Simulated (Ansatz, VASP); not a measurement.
TePb in VASP and in Ansatz

Contents of INCAR:

```
SYSTEM = TePb
ALGO     = Normal         ! electronic algorithm
EDIFF    = 1E-6           ! SCF threshold, eV
ENCUT    = 500            ! plane-wave cutoff, eV
GGA      = PE             ! functional
GGA_COMPAT= .False.      
ISIF     = 2              ! what is computed and relaxed
ISMEAR   = 0              ! smearing method
LASPH    = .True.         ! aspherical terms in the spheres
LCHARG   = .False.        ! write CHGCAR
LREAL    = .False.        ! projectors in reciprocal space
LWAVE    = .False.        ! write WAVECAR
NBANDS   = 28             ! bands
NELM     = 120            ! most SCF steps
PREC     = Accurate       ! precision mode
SIGMA    = 0.1            ! smearing width, eV
```

File KPOINTS:

```
k-points
0
Gamma
  10 10 8
  0 0 0
```

POSCAR

```
TePb
1.0
    4.8516403664      0.0000000000      0.0000000000
    0.0000000000      4.8516403664      0.0000000000
    0.0000000000      0.0000000000      6.1304694847
Pb Te
2 2
Direct
    0.0000000000      0.5000000000      0.2351000000
    0.5000000000      0.0000000000      0.7649000000
    0.0000000000      0.0000000000      0.0000000000
    0.5000000000      0.5000000000      0.0000000000
```

Input for Ansatz:

```yaml
crystal:
  lattice:
    - [4.8516403664, 0.0, 0.0]
    - [0.0, 4.8516403664, 0.0]
    - [0.0, 0.0, 6.1304694847]
  atoms:
    - { symbol: Pb, position: [0.0, 0.5, 0.2351] }
    - { symbol: Pb, position: [0.5, 0.0, 0.7649] }
    - { symbol: Te, position: [0.0, 0.0, 0.0] }
    - { symbol: Te, position: [0.5, 0.5, 0.0] }
basis:
  ecutwfc: 420
kpoints:
  mp_grid: { grid: [10, 10, 8] }
hamiltonian:
  xc: pbe
scf:
  occupations: { method: gaussian, width: 0.1 }
output:
  forces: true
  stress: true
  eigenvalues: true
```

Alike in both runs: task single point; functional PBE; k mesh 10 × 10 × 8; occupations gaussian, width 0.1 eV; no spin polarisation.

|  | VASP | Ansatz |
| --- | --- | --- |
| version | VASP 6.6.1 | Ansatz 0.2.0 |
| potentials or method | VASP PAW PBE potentials, release 64 (Pb_d, Te), cutoff 500 eV | scalar-relativistic, plane waves, PAW |
| valence electrons in the cell | 40 | 60 |

```tsv
	VASP	Ansatz	Ansatz less VASP
gap on the k mesh at the Fermi level (eV)	none	none	-
pressure (GPa)	16.9	16.9	+0.01
traceless stress, the component that is largest in VASP (GPa)	-6.92	-6.94	-0.022
rms of the force components (eV/Å)	1.347	1.342	-0.0046
```

Atom by atom the forces differ by 0.005 eV/Å (rms over components). A gap of «none» marks a metal or a gap that the smearing closes. With one functional, cell and mesh, what is left measures potentials, basis and numerics. VASP's potentials hold 40 valence electrons a cell and Ansatz's 60, so a difference there can come from the potentials and not from the codes.

Neither program's run includes spin-orbit coupling.
